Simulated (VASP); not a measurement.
# BaAlF4 (P1) in VASP: a series of runs

Runs on BaAlF4. Level: PBE. Tasks: single point.

All numbers are computed with VASP 6.6.1; they aren't measurements. Logs are shortened: lines on timing, memory, paths and dates and some standing lists are left out, and cuts for length are marked.

**1. The cell of the first run**

The typed cell holds 6 atoms: a = 3.835 Å, b = 3.835 Å, c = 6.611 Å, α = 90.00°, β = 90.00°, γ = 90.00°.

**2. Single point, PBE**

INCAR reads:

```
SYSTEM = BaAlF4
ALGO = Normal ; EDIFF = 1E-6
ENCUT = 520 ; GGA = PE
ISIF = 2 ; ISMEAR = -1
LASPH = .True. ; LCHARG = .True.
LELF = .True. ; LREAL = .False.
LVHAR = .True. ; LWAVE = .False.
NBANDS = 30 ; NELM = 100
PREC = Accurate ; SIGMA = 0.1
```

KPOINTS reads:

```
k-points
0
Gamma
  4 4 3
  0 0 0
```

POSCAR reads:

```
BaAlF4
1.0
    3.8353330000      0.0000000000      0.0000000000
    0.0000000000      3.8353330000      0.0000000000
    0.0000000000      0.0000000000      6.6107230000
Ba Al F
1 1 4
Direct
    0.5149680614      0.4836367533      0.4904595155
   -0.0106209813      0.0135490191      0.0008546720
    0.5094996966      0.0217863742      0.0095898739
    0.0141116821      0.5052977147     -0.0057318995
    0.0011240223     -0.0029314273      0.2875438889
   -0.0203570329     -0.0035561449      0.7219322304
```

Potentials or basis: VASP PAW PBE potentials, release 64 (Ba_sv, Al, F).

The run is started by

```
cat potpaw_PBE.64/Ba_sv/POTCAR potpaw_PBE.64/Al/POTCAR potpaw_PBE.64/F/POTCAR > POTCAR
mpirun -np 1 vasp_std > vasp.out
```

OUTCAR:

```text
SYSTEM = BaAlF4
   EDIFF = 1E-6
   ENCUT = 520
   GGA = PE
   ISIF = 2
   ISMEAR = -1
   LASPH = .True.
   LREAL = .False.
   NELM = 100
   PREC = Accurate

 ion  position               nearest neighbor table
   1  0.515  0.484  0.490-   5 2.96   6 3.00   5 3.03   5 3.03   6 3.06   5 3.09   6 3.17   6 3.23

   2  0.989  0.014  0.001-   3 1.84   6 1.85   4 1.89   5 1.90   4 1.95   3 2.00
   3  0.509  0.022  0.010-   2 1.84   2 2.00
   4  0.014  0.505  0.994-   2 1.89   2 1.95
   5  0.001  0.997  0.288-   2 1.90   1 2.96   1 3.03   1 3.03   1 3.09
   6  0.980  0.996  0.722-   2 1.85   1 3.00   1 3.06   1 3.17   1 3.23

  LATTYP: Found a simple tetragonal cell.
 ALAT       =     3.8353330000
 C/A-ratio  =     1.7236372956

  Lattice vectors:

 A1 = (   3.8353330000,   0.0000000000,   0.0000000000)
 A2 = (   0.0000000000,   3.8353330000,   0.0000000000)
 A3 = (   0.0000000000,   0.0000000000,   6.6107230000)

Analysis of symmetry for initial positions (statically):
=====================================================================
 Subroutine PRICEL returns:
 Original cell was already a primitive cell.

 Routine SETGRP: Setting up the symmetry group for a
 simple tetragonal supercell.

 Subroutine GETGRP returns: Found  1 space group operations
 (whereof  1 operations were pure point group operations)
 out of a pool of 16 trial point group operations.

The static configuration has the point symmetry C_1 .

Analysis of symmetry for dynamics (positions and initial velocities):
=====================================================================
 Subroutine PRICEL returns:
 Original cell was already a primitive cell.

 Routine SETGRP: Setting up the symmetry group for a
 simple tetragonal supercell.

 Subroutine GETGRP returns: Found  1 space group operations
 (whereof  1 operations were pure point group operations)
 out of a pool of 16 trial point group operations.

The dynamic configuration has the point symmetry C_1 .

 Subroutine INISYM returns: Found  1 space group operations
 (whereof  1 operations are pure point group operations),
 and found     1 'primitive' translations

----------------------------------------------------------------------------------------

                                     Primitive cell

  volume of cell :      97.2423

[... 95 lines left out ...]
   NELM   =    100;   NELMIN=  2; NELMDL= -5     # of ELM steps
   EDIFF  = 0.1E-05   stopping-criterion for ELM
   LREAL  =      F    real-space projection
   EDIFFG = 0.1E-04   stopping-criterion for IOM
   NSW    =      0    number of steps for IOM
   IBRION =     -1    ionic relax: 0-MD 1-quasi-New 2-CG
   NFREE  =      0    steps in history (QN), initial steepest desc. (CG)
   ISIF   =      2    stress and relaxation
   ISYM   =      2    0-nonsym 1-usesym 2-fastsym
   POTIM  = 0.5000    time-step for ionic-motion
   TEBEG  =    0.0;   TEEND  =   0.0 temperature during run
   PSTRESS=    0.0 pullay stress
   NELECT =      41.0000    total number of electrons
   NUPDOWN=      -1.0000    fix difference up-down
   EMIN   =  10.00;   EMAX   =-10.00  energy-range for DOS
   EFERMI =   0.00;   METHOD = LEGACY
   ISMEAR =    -1;   SIGMA  =   0.10  broadening in eV -4-tet -1-fermi 0-gaus
   EFERMI_NEDOS =   21; number of points for ismear=-14 and -15
   IALGO  =     38    algorithm
   IMIX   =      4    mixing-type and parameters
     AMIX     =   0.40;   BMIX     =  1.00
     AMIX_MAG =   1.60;   BMIX_MAG =  1.00
  volume/ion in A,a.u.               =      16.21       109.37
  Fermi-wavevector in a.u.,A,eV,Ry     =   1.227584  2.319797 20.503456  1.506961
  Thomas-Fermi vector in A             =   2.362541
   LORBIT       =      0    0 simple, 1 ext, 2 COOP (PROOUT), +10 PAW based schemes
   GGA     = PE    functional components
   LHFCALC =     F    Hartree Fock is set to
   AEXX    =    0.0000 exact exchange contribution
   IVDW    =     0    specifies the selected vdW correction
   LEPSILON=     F    determine dielectric tensor
   LRPA    =     F    only Hartree local field effects (RPA)
 non-spin polarized calculation
  energy-cutoff  :      520.00
  volume of cell :       97.24
 maximum number of plane-waves:      2644
 NGX is ok and might be reduce to    30
   NGX = 15   NGY = 15   NGZ = 25

 number of electron      41.0000003 magnetization

 Free energy of the ion-electron system (eV)
  ---------------------------------------------------
  ext. energy  EPLUGINS =         0.00000000
  ---------------------------------------------------
  free energy    TOTEN  =       -31.70486132 eV

  energy without entropy =      -31.65298913  energy(sigma->0) =      -31.67892522

 E-fermi :   5.7461     XC(G=0):  -9.1263

 val. band max:        5.7401944545   @ k =   0.5000   0.0000   0.0000
 cond. band min:       5.7464360491   @ k =   0.5000   0.0000   0.3333
 fundamental gap:      0.0062415945
 Fermi energy:         5.7461421626

 k-point     1 :       0.0000    0.0000    0.0000
  band No.  band energies     occupation
      1     -24.3774      2.00000
      2     -22.5304      2.00000
      3     -21.7078      2.00000
      4     -21.1144      2.00000
      5     -21.0322      2.00000
      6      -9.6554      2.00000
[... 781 lines left out ...]
     29      12.3210      0.00000
     30      12.5850      0.00000

 [... further k-points ...]

------------------------ aborting loop because EDIFF is reached ----------------------------------------

  FORCE on cell =-STRESS in cart. coord.  units (eV):
  Direction    XX          YY          ZZ          XY          YZ          ZX
  --------------------------------------------------------------------------------------
  -------------------------------------------------------------------------------------
  Total       -1.8879038     -2.2520129     -2.5789133     -0.0535701     -0.0207427     -0.3651331
  in kB      -31.1053664    -37.1044799    -42.4905355     -0.8826284     -0.3417600     -6.0159839
  external PRESSURE =     -36.9001273 kB  Pullay stress =       0.0000000 kB

 VOLUME and BASIS-vectors are now :
 -----------------------------------------------------------------------------
  energy-cutoff  :      520.00
  volume of cell :       97.24
      direct lattice vectors                 reciprocal lattice vectors
     3.835333000  0.000000000  0.000000000     0.260733553  0.000000000  0.000000000
     0.000000000  3.835333000  0.000000000     0.000000000  0.260733553  0.000000000
     0.000000000  0.000000000  6.610723000     0.000000000  0.000000000  0.151269385

 POSITION                                       TOTAL-FORCE (eV/Angst)
 -----------------------------------------------------------------------------------
      1.97507      1.85491      3.24229        -0.074103      0.051794      0.133771
      3.79460      0.05197      0.00565         0.393470     -0.203558      0.051749
      1.95410      0.08356      0.06340        -0.465621     -0.110838     -0.014539
      0.05412      1.93799      6.57283        -0.083658      0.123837      0.223557
      0.00431      3.82409      1.90087         0.037395      0.052363     -1.012514
      3.75726      3.82169      4.77249         0.192517      0.086402      0.617976
 -----------------------------------------------------------------------------------
    total drift:                                0.001434     -0.000505     -0.000359

  FREE ENERGIE OF THE ION-ELECTRON SYSTEM (eV)
  ---------------------------------------------------
  free  energy   TOTEN  =       -31.7048613165 eV

  energy  without entropy=      -31.6529891269  energy(sigma->0) =      -31.67892522
```

It took 68 s on 1 thread of AMD EPYC 7R43 (Zen 3), shared host; peak memory 0.2 GiB.

Results:

- Free energy: -31.7049 eV
- Pressure: -3.7 GPa
- Largest force: 1.015 eV/Å
- Band gap on the k mesh: zero (an odd number of electrons rules out a gap without spin polarisation)

Forces in eV/Å, atoms in the order of the input:
```
Ba  -0.074  0.052  0.134
Al   0.393 -0.204  0.052
F   -0.466 -0.111 -0.015
F   -0.084  0.124  0.224
F    0.037  0.052 -1.013
F    0.193  0.086  0.618
```

Caveat: the k points lie up to 0.41 Å⁻¹ apart, too coarse for converged energies and pressures of a metal; spin-orbit coupling is left out, which moves the levels of the heavy elements; an odd number of electrons without spin polarisation forces a metal; a magnetic or distorted state may lie lower.

**3. Single point, PBE**

This run uses another cell than the first one, of 16.58 Å³/atom.

INCAR reads:

```
  PREC = Accurate
  ENCUT = 520
  EDIFF = 1E-6
  ISMEAR = -1
  SIGMA = 0.1
  LREAL = False
  LASPH = True
  NELM = 100
  ALGO = Normal
  ISIF = 2
  LWAVE = False
  LCHARG = False
  GGA = PE
  NBANDS = 30
```

KPOINTS reads:

```
Automatic mesh
0
Gamma
  4 4 3
```

POSCAR reads:

```
BaAlF4
1.0
    3.8643340000      0.0000000000      0.0000000000
    0.0000000000      3.8643340000      0.0000000000
    0.0000000000      0.0000000000      6.6607120000
Ba Al F
1 1 4
Direct
    0.5214450925      0.4790755664      0.4866852072
   -0.0100850496      0.0189639405      0.0032308858
    0.5073179492      0.0503305356      0.0014258235
   -0.0042920721      0.5184142986     -0.0132871681
    0.0007191407      0.0112759404      0.2721449299
   -0.0019604931     -0.0050143181      0.7463739612
```

Potentials or basis: VASP PAW PBE potentials, release 64 (Ba_sv, Al, F).

The run is started by

```
cat potpaw_PBE.64/Ba_sv/POTCAR potpaw_PBE.64/Al/POTCAR potpaw_PBE.64/F/POTCAR > POTCAR
mpirun -np 1 vasp_std > vasp.out
```

It took 75 s on 1 thread of AMD EPYC 7R43 (Zen 3), shared host; peak memory 0.2 GiB.

It converged, with:

| Item | Value |
| --- | --- |
| Free energy | -31.6726 eV |
| Pressure | -1.8 GPa |
| Largest force | 1.324 eV/Å |
| Band gap on the k mesh | zero (an odd number of electrons rules out a gap without spin polarisation) |

Forces on the atoms (eV/Å):
```
Ba  -0.034  0.033  0.320
Al   0.211  0.103  0.352
F   -0.402 -0.272  0.329
F    0.066 -0.060  0.696
F    0.061 -0.023 -0.394
F    0.099  0.219 -1.302
```

Stress tensor (GPa, compression positive):
```
-3.61  0.00 -0.31
 0.00 -3.82 -0.48
-0.31 -0.48  2.08
```

Levels at points of the mesh, in eV from the Fermi level:
| k point | band 17 | band 18 | band 19 | band 20 | band 21 | band 22 | band 23 | band 24 |
| --- | --- | --- | --- | --- | --- | --- | --- | --- |
| (0.00, 0.00, 0.00) | -7.95 | -7.85 | -7.67 | -7.55 | -1.21 | -0.87 | 0.16 | 2.95 |
| (0.50, 0.00, 0.00) | -8.03 | -7.98 | -7.61 | -7.19 | -0.18 | 0.66 | 1.36 | 2.51 |
| (0.00, 0.50, 0.00) | -8.13 | -8.03 | -7.71 | -7.09 | -0.17 | 0.66 | 1.37 | 2.52 |
| (0.50, 0.50, 0.00) | -8.24 | -7.25 | -7.24 | -7.16 | 0.49 | 1.52 | 1.53 | 1.87 |

Caveat: the k points lie up to 0.41 Å⁻¹ apart, too coarse for converged energies and pressures of a metal; spin-orbit coupling is left out, which moves the levels of the heavy elements; an odd number of electrons without spin polarisation forces a metal; a magnetic or distorted state may lie lower.

The gap in the log of VASP goes by the Fermi energy; the results here count the filled bands.